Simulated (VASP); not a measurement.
# ScAl3 (Pm-3m) in VASP: a series of runs, part 2 of 2

VASP 6.6.1. The steps go on from the part before.

### 3 Single point, PBE (17.20 Å³/atom)

This run uses another cell than the first one, of 17.20 Å³/atom.

Input file INCAR:

```
PREC = Accurate
ENCUT = 520
EDIFF = 1E-6
ISMEAR = 0
SIGMA = 0.05
LREAL = F
LASPH = T
NELM = 100
ALGO = Normal
ISIF = 2
LWAVE = F
LCHARG = F
GGA = PE
NBANDS = 18
```

Input file KPOINTS:

```
Automatic mesh
0
Gamma
  6 6 6
```

Input file POSCAR:

```
ScAl3
1.0
    4.0972235482      0.0000000000      0.0000000000
    0.0000000000      4.0972235482      0.0000000000
    0.0000000000      0.0000000000      4.0972235482
Sc Al
1 3
Direct
    0.0000000000      0.0000000000      0.0000000000
    0.5000000000      0.0000000000      0.5000000000
    0.0000000000      0.5000000000      0.5000000000
    0.5000000000      0.5000000000      0.0000000000
```

Potentials or basis: VASP PAW PBE potentials, release 64 (Sc_sv, Al).

On the command line:

```
$ cat potpaw_PBE.64/Sc_sv/POTCAR potpaw_PBE.64/Al/POTCAR > POTCAR
$ mpirun -np 1 vasp_std > vasp.out
```

OUTCAR:

```text
PREC = Accurate
   ENCUT = 520
   EDIFF = 1E-6
   ISMEAR = 0
   LREAL = F
   LASPH = T
   NELM = 100
   ISIF = 2
   GGA = PE

 ion  position               nearest neighbor table
   1  0.000  0.000  0.000-   2 2.90   3 2.90   4 2.90   2 2.90   3 2.90   3 2.90   4 2.90   3 2.90
                             2 2.90   4 2.90   2 2.90   4 2.90
   2  0.500  0.000  0.500-   1 2.90   3 2.90   4 2.90   1 2.90   4 2.90   3 2.90   4 2.90   4 2.90
                             1 2.90   3 2.90   1 2.90   3 2.90
   3  0.000  0.500  0.500-   1 2.90   2 2.90   4 2.90   1 2.90   4 2.90   1 2.90   2 2.90   1 2.90
                             2 2.90   4 2.90   4 2.90   2 2.90
   4  0.500  0.500  0.000-   1 2.90   2 2.90   3 2.90   2 2.90   3 2.90   1 2.90   2 2.90   2 2.90
                             1 2.90   3 2.90   3 2.90   1 2.90

  LATTYP: Found a simple cubic cell.
 ALAT       =     4.0972235482

  Lattice vectors:

 A1 = (   4.0972235482,   0.0000000000,   0.0000000000)
 A2 = (   0.0000000000,   4.0972235482,   0.0000000000)
 A3 = (   0.0000000000,   0.0000000000,   4.0972235482)

Analysis of symmetry for initial positions (statically):
=====================================================================
 Subroutine PRICEL returns:
 Original cell was already a primitive cell.

 Routine SETGRP: Setting up the symmetry group for a
 simple cubic supercell.

 Subroutine GETGRP returns: Found 48 space group operations
 (whereof 48 operations were pure point group operations)
 out of a pool of 48 trial point group operations.

The static configuration has the point symmetry O_h .

Analysis of symmetry for dynamics (positions and initial velocities):
=====================================================================
 Subroutine PRICEL returns:
 Original cell was already a primitive cell.

 Routine SETGRP: Setting up the symmetry group for a
 simple cubic supercell.

 Subroutine GETGRP returns: Found 48 space group operations
 (whereof 48 operations were pure point group operations)
 out of a pool of 48 trial point group operations.

The dynamic configuration has the point symmetry O_h .

 Subroutine INISYM returns: Found 48 space group operations
 (whereof 48 operations are pure point group operations),
 and found     1 'primitive' translations

----------------------------------------------------------------------------------------

                                     Primitive cell

  volume of cell :      68.7811

  direct lattice vectors                    reciprocal lattice vectors
     4.097223548  0.000000000  0.000000000     0.244067718  0.000000000  0.000000000
     0.000000000  4.097223548  0.000000000     0.000000000  0.244067718  0.000000000
     0.000000000  0.000000000  4.097223548     0.000000000  0.000000000  0.244067718

  length of vectors
     4.097223548  4.097223548  4.097223548     0.244067718  0.244067718  0.244067718

  position of ions in fractional coordinates (direct lattice)
     0.000000000  0.000000000  0.000000000
     0.500000000  0.000000000  0.500000000
     0.000000000  0.500000000  0.500000000
     0.500000000  0.500000000  0.000000000

  ion indices of the primitive-cell ions
   primitive index   ion index
                 1           1
                 2           2
                 3           3
                 4           4

[... 30 lines left out ...]
  0.333333  0.000000  0.000000      6.000000
  0.500000  0.000000  0.000000      3.000000
  0.166667  0.166667  0.000000     12.000000
  0.333333  0.166667  0.000000     24.000000
[... 12 lines left out ...]
  0.500000  0.500000  0.333333      6.000000
  0.500000  0.500000  0.500000      1.000000
   k-points           NKPTS =     20   k-points in BZ     NKDIM =     20   number of bands    NBANDS=     18
   number of dos      NEDOS =    301   number of ions     NIONS =      4
   total plane-waves  NPLWV =  27000
   dimension x,y,z NGX =    30 NGY =   30 NGZ =   30
   dimension x,y,z NGXF=    60 NGYF=   60 NGZF=   60
   ions per type =               1   3
   NGX,Y,Z   is equivalent  to a cutoff of  12.17, 12.17, 12.17 a.u.
   NGXF,Y,Z  is equivalent  to a cutoff of  24.35, 24.35, 24.35 a.u.
 SYSTEM =  unknown system
   PREC   = accura    normal or accurate (medium, high low for compatibility)
   ISTART =      0    job   : 0-new  1-cont  2-samecut
   ICHARG =      2    charge: 1-file 2-atom 10-const
   ISPIN  =      1    spin polarized calculation?
   LNONCOLLINEAR =      F non collinear calculations
   LSORBIT =      F    spin-orbit coupling
   LASPH  =      T    aspherical Exc in radial PAW
   ENCUT  =  520.0 eV  38.22 Ry    6.18 a.u.   7.62  7.62  7.62*2*pi/ulx,y,z
   NELM   =    100;   NELMIN=  2; NELMDL= -5     # of ELM steps
   EDIFF  = 0.1E-05   stopping-criterion for ELM
   LREAL  =      F    real-space projection
   EDIFFG = 0.1E-04   stopping-criterion for IOM
   NSW    =      0    number of steps for IOM
   IBRION =     -1    ionic relax: 0-MD 1-quasi-New 2-CG
   NFREE  =      0    steps in history (QN), initial steepest desc. (CG)
   ISIF   =      2    stress and relaxation
   ISYM   =      2    0-nonsym 1-usesym 2-fastsym
   POTIM  = 0.5000    time-step for ionic-motion
   TEBEG  =    0.0;   TEEND  =   0.0 temperature during run
   PSTRESS=    0.0 pullay stress
   NELECT =      20.0000    total number of electrons
   NUPDOWN=      -1.0000    fix difference up-down
   EMIN   =  10.00;   EMAX   =-10.00  energy-range for DOS
   EFERMI =   0.00;   METHOD = LEGACY
   ISMEAR =     0;   SIGMA  =   0.05  broadening in eV -4-tet -1-fermi 0-gaus
   EFERMI_NEDOS =   21; number of points for ismear=-14 and -15
   IALGO  =     38    algorithm
   IMIX   =      4    mixing-type and parameters
     AMIX     =   0.40;   BMIX     =  1.00
     AMIX_MAG =   1.60;   BMIX_MAG =  1.00
  volume/ion in A,a.u.               =      17.20       116.04
  Fermi-wavevector in a.u.,A,eV,Ry     =   1.084581  2.049560 16.004739  1.176315
  Thomas-Fermi vector in A             =   2.220674
   LORBIT       =      0    0 simple, 1 ext, 2 COOP (PROOUT), +10 PAW based schemes
   GGA     = PE    functional components
   LHFCALC =     F    Hartree Fock is set to
   AEXX    =    0.0000 exact exchange contribution
   IVDW    =     0    specifies the selected vdW correction
   LEPSILON=     F    determine dielectric tensor
   LRPA    =     F    only Hartree local field effects (RPA)
 non-spin polarized calculation
 Gauss-broadening in eV      SIGMA  =   0.05
  energy-cutoff  :      520.00
  volume of cell :       68.78
 maximum number of plane-waves:      1870
   NGX = 15   NGY = 15   NGZ = 15

 number of electron      19.9999995 magnetization

 Free energy of the ion-electron system (eV)
  ---------------------------------------------------
  ext. energy  EPLUGINS =         0.00000000
  ---------------------------------------------------
  free energy    TOTEN  =       -19.28399307 eV

  energy without entropy =      -19.27990998  energy(sigma->0) =      -19.28195152

 E-fermi :   7.3336     XC(G=0): -10.3897

 val. band max:        7.3097710968   @ k =   0.5000   0.3333   0.1667
 cond. band min:       7.3335712553   @ k =   0.1667   0.1667   0.0000
 fundamental gap:      0.0238001585
 Fermi energy:         7.3335593287

 k-point     1 :       0.0000    0.0000    0.0000
  band No.  band energies     occupation
      1     -41.7830      2.00000
      2     -20.4847      2.00000
      3     -20.4847      2.00000
      4     -20.4847      2.00000
      5      -2.7814      2.00000
      6       4.5946      2.00000
[... 397 lines left out ...]
      5       2.4249      2.00000
      6       2.4249      2.00000
[... 10 lines left out ...]
     17      11.2156      0.00000
     18      18.0573      0.00000

------------------------ aborting loop because EDIFF is reached ----------------------------------------

  FORCE on cell =-STRESS in cart. coord.  units (eV):
  Direction    XX          YY          ZZ          XY          YZ          ZX
  --------------------------------------------------------------------------------------
  -------------------------------------------------------------------------------------
  Total        0.1835294      0.1835294      0.1835294      0.0000000      0.0000000      0.0000000
  in kB        4.2751105      4.2751105      4.2751105      0.0000000      0.0000000      0.0000000
  external PRESSURE =       4.2751105 kB  Pullay stress =       0.0000000 kB

 VOLUME and BASIS-vectors are now :
 -----------------------------------------------------------------------------
  energy-cutoff  :      520.00
  volume of cell :       68.78
      direct lattice vectors                 reciprocal lattice vectors
     4.097223548  0.000000000  0.000000000     0.244067718  0.000000000  0.000000000
     0.000000000  4.097223548  0.000000000     0.000000000  0.244067718  0.000000000
     0.000000000  0.000000000  4.097223548     0.000000000  0.000000000  0.244067718

 POSITION                                       TOTAL-FORCE (eV/Angst)
 -----------------------------------------------------------------------------------
      0.00000      0.00000      0.00000         0.000000      0.000000      0.000000
      2.04861      0.00000      2.04861         0.000000      0.000000      0.000000
      0.00000      2.04861      2.04861         0.000000      0.000000      0.000000
      2.04861      2.04861      0.00000         0.000000      0.000000      0.000000
 -----------------------------------------------------------------------------------
    total drift:                                0.000000     -0.000000      0.000000

  FREE ENERGIE OF THE ION-ELECTRON SYSTEM (eV)
  ---------------------------------------------------
  free  energy   TOTEN  =       -19.2839930650 eV

  energy  without entropy=      -19.2799099848  energy(sigma->0) =      -19.28195152
```

Run time: 31 s. Hardware: 1 thread of Intel Xeon Platinum 8259CL at 2.50GHz (Skylake/Cascade Lake), shared host; peak memory 0.17 GiB.

What came out:

```yaml
Free_energy: -19.2840 eV
Pressure: 0.4 GPa
Band_gap_on_the_k_mesh: zero (bands 10 and 11 overlap by 3.78 eV)
```

The gap in the log of VASP goes by the Fermi energy; the results here count the filled bands.